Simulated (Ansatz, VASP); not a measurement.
## Two plane-wave programs on HfBr

File INCAR:

```
SYSTEM = HfBr
  ALGO = Normal
  EDIFF = 1E-6
  ENCUT = 520
  GGA = PE
  ISIF = 2
  ISMEAR = 0
  LASPH = .True.
  LCHARG = .False.
  LREAL = .False.
  LWAVE = .False.
  NBANDS = 16
  NELM = 60
  PREC = Accurate
  SIGMA = 0.1
```

KPOINTS

```
k-points
0
Gamma
  6 6 4
  0 0 0
```

POSCAR

```
HfBr
1.0
    2.1262579300     -2.3459425600      0.0000000000
    2.1262579300      2.3459425600      0.0000000000
    0.0000000000      0.0000000000      5.3567048700
Hf Br
1 1
Direct
    0.0000000000      0.0000000000      0.5000000000
    0.5000000000      0.5000000000      0.0000000000
```

Input for Ansatz:

```yaml
crystal:
  lattice:
    - [2.12625793, -2.34594256, 0.0]
    - [2.12625793, 2.34594256, 0.0]
    - [0.0, 0.0, 5.35670487]
  atoms:
    - { symbol: Hf, position: [0.0, 0.0, 0.5] }
    - { symbol: Br, position: [0.5, 0.5, 0.0] }
basis:
  ecutwfc: 420
kpoints:
  mp_grid: { grid: [6, 6, 4] }
hamiltonian:
  xc: pbe
scf:
  occupations: { method: gaussian, width: 0.1 }
  lower_state_search: "off"
output:
  forces: true
  stress: true
  eigenvalues: true
```

Alike in both runs: task single point; functional PBE; k mesh 6 × 6 × 4; occupations gaussian, width 0.1 eV; no spin polarisation.

|  | VASP | Ansatz |
| --- | --- | --- |
| version | VASP 6.6.1 | Ansatz 0.2.0 |
| potentials or method | VASP PAW PBE potentials, release 64 (Hf_pv, Br), cutoff 520 eV | scalar-relativistic, plane waves, PAW |
| valence electrons in the cell | 17 | 33 |

```csv
,VASP,Ansatz,Ansatz less VASP
gap on the k mesh at the Fermi level (eV),none,none,-
pressure (GPa),-5.2,-4.9,+0.25
"traceless stress, the component that is largest in VASP (GPa)",-7.62,-7.58,+0.038
```

A gap of «none» marks a metal or a gap that the smearing closes. VASP's potentials hold 17 valence electrons a cell and Ansatz's 33, so a difference there can come from the potentials and not from the codes.

Spin-orbit coupling is off throughout.
